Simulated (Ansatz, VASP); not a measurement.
Given: the input of a run of Ansatz 0.2.0 on SnO.

The input input.yaml:

```yaml
crystal:
  lattice:
    - [3.8389522158, 0.0, 0.0]
    - [0.0, 3.8389522158, 0.0]
    - [0.0, 0.0, 4.9192779074]
  atoms:
    - { symbol: Sn, position: [0.5, 0.0, 0.76462614] }
    - { symbol: Sn, position: [0.0, 0.5, 0.23537386] }
    - { symbol: O, position: [0.0, 0.0, 0.0] }
    - { symbol: O, position: [0.5, 0.5, 0.0] }
hamiltonian:
  xc: pbe
  pseudopotentials: { kind: paw }
  dispersion: d3bj
kpoints:
  mp_grid: { grid: [7, 7, 6] }
scf:
  occupations: { method: fermi_dirac, width: 0.05 }
output:
  forces: true
  stress: true
  eigenvalues: true
```

Potentials or basis: Ansatz PAW.

Launch:

```bash
$ ansatz run input.yaml --threads 2 --pin off --max-ram 5120MiB --backend cpu --events-out ev --progress --plain --runs-dir out
```

Set up the same calculation for VASP 6.6.1. Potentials there: VASP PAW PBE potentials, release 64 (Sn_d, O).

As run (the cutoff follows the program's own potentials):

INCAR

```
PREC     = Accurate       # precision mode
ENCUT    = 520            # plane-wave cutoff, eV
EDIFF    = 1E-6           # SCF threshold, eV
ISMEAR   = -1             # smearing method
SIGMA    = 0.05           # smearing width, eV
LREAL    = F              # projectors in reciprocal space
LASPH    = T              # aspherical terms in the spheres
NELM     = 80             # most SCF steps
ALGO     = Normal         # electronic algorithm
ISIF     = 2              # what is computed and relaxed
LWAVE    = F              # write WAVECAR
LCHARG   = T              # write CHGCAR
GGA      = PE             # functional
IVDW     = 12             # dispersion correction
LELF     = T              # ELF
LVHAR    = T            
NBANDS   = 28             # bands
```

Contents of KPOINTS:

```
Automatic mesh
0
Gamma
  7 7 6
```

File POSCAR:

```
SnO
1.0
    3.8389522158      0.0000000000      0.0000000000
    0.0000000000      3.8389522158      0.0000000000
    0.0000000000      0.0000000000      4.9192779074
Sn O
2 2
Direct
    0.5000000000      0.0000000000      0.7646261400
    0.0000000000      0.5000000000      0.2353738600
    0.0000000000      0.0000000000      0.0000000000
    0.5000000000      0.5000000000      0.0000000000
```

Potentials or basis: VASP PAW PBE potentials, release 64 (Sn_d, O).

The run is started by

```bash
$ cat potpaw_PBE.64/Sn_d/POTCAR potpaw_PBE.64/O/POTCAR > POTCAR
$ mpirun -np 1 vasp_std > vasp.out
```

Both were run:

|  | VASP | Ansatz | Ansatz less VASP |
| --- | --- | --- | --- |
| gap on the k mesh at the Fermi level (eV) | 0.45 | 0.44 | -0.012 |
| least direct gap on the mesh (eV) | 2.02 | 2.05 | +0.028 |
| pressure (GPa) | -0.1 | -0.3 | -0.21 |
| traceless stress, the component that is largest in VASP (GPa) | -0.29 | -0.31 | -0.022 |
| rms of the force components (eV/Å) | 0.080 | 0.047 | -0.0327 |

Atom by atom the forces differ by 0.033 eV/Å (rms over components).

Noted on Ansatz's run: odd divisions of the mesh miss points on the zone boundary, where band edges often lie, so the gap on the mesh can be too wide.
